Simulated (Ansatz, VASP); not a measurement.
**One calculation of SnO, two programs**

INCAR

```
PREC     = Accurate       # precision mode
ENCUT    = 910            # plane-wave cutoff, eV
EDIFF    = 1E-6           # SCF threshold, eV
ISMEAR   = 0              # smearing method
SIGMA    = 0.1            # smearing width, eV
LREAL    = F              # projectors in reciprocal space
LASPH    = T              # aspherical terms in the spheres
NELM     = 120            # most SCF steps
ALGO     = Normal         # electronic algorithm
ISIF     = 2              # what is computed and relaxed
LWAVE    = F              # write WAVECAR
LCHARG   = T              # write CHGCAR
GGA      = PE             # functional
IVDW     = 12             # dispersion correction
LELF     = T              # ELF
LVHAR    = T            
NBANDS   = 28             # bands
GGA_COMPAT= F
```

KPOINTS

```
Automatic mesh
0
Gamma
  6 6 4
```

POSCAR

```
SnO
1.0
    3.8020000000      0.0000000000      0.0000000000
    0.0000000000      3.8020000000      0.0000000000
    0.0000000000      0.0000000000      4.8360000000
Sn O
2 2
Direct
    0.0000000000      0.5000000000      0.2385000000
    0.5000000000      0.0000000000      0.7615000000
    0.0000000000      0.0000000000      0.0000000000
    0.5000000000      0.5000000000      0.0000000000
```

Input for Ansatz:

```yaml
crystal:
  lattice:
    - [3.802, 0.0, 0.0]
    - [0.0, 3.802, 0.0]
    - [0.0, 0.0, 4.836]
  atoms:
    - { symbol: Sn, position: [0.0, 0.5, 0.2385] }
    - { symbol: Sn, position: [0.5, 0.0, 0.7615] }
    - { symbol: O, position: [0.0, 0.0, 0.0] }
    - { symbol: O, position: [0.5, 0.5, 0.0] }
basis:
  ecutwfc: 420
kpoints:
  mp_grid: { grid: [6, 6, 4] }
hamiltonian:
  xc: pbe
  pseudopotentials: { kind: paw, azcp: { folder: soft_1 } }
  dispersion: d3bj
scf:
  occupations: { method: gaussian, width: 0.1 }
output:
  forces: true
  stress: true
  eigenvalues: true
```

Alike in both runs: task single point; functional PBE; dispersion D3(BJ); k mesh 6 × 6 × 4; occupations gaussian, width 0.1 eV; no spin polarisation.

|  | VASP | Ansatz |
| --- | --- | --- |
| version | VASP 6.6.1 | Ansatz 0.2.0 |
| potentials or method | VASP PAW PBE potentials, release 64 (Sn_d, O_h), cutoff 910 eV | scalar-relativistic, plane waves, PAW |
| valence electrons in the cell | 40 | 40 |

Ansatz gave:

* rms of the force components (eV/Å): 0.153

Estimate VASP's values.

rms of the force components (eV/Å): 0.189.

Atom by atom the forces differ by 0.035 eV/Å (rms over components).

Noted on VASP's run: the cutoff is short for stress, so the pressure is rough.
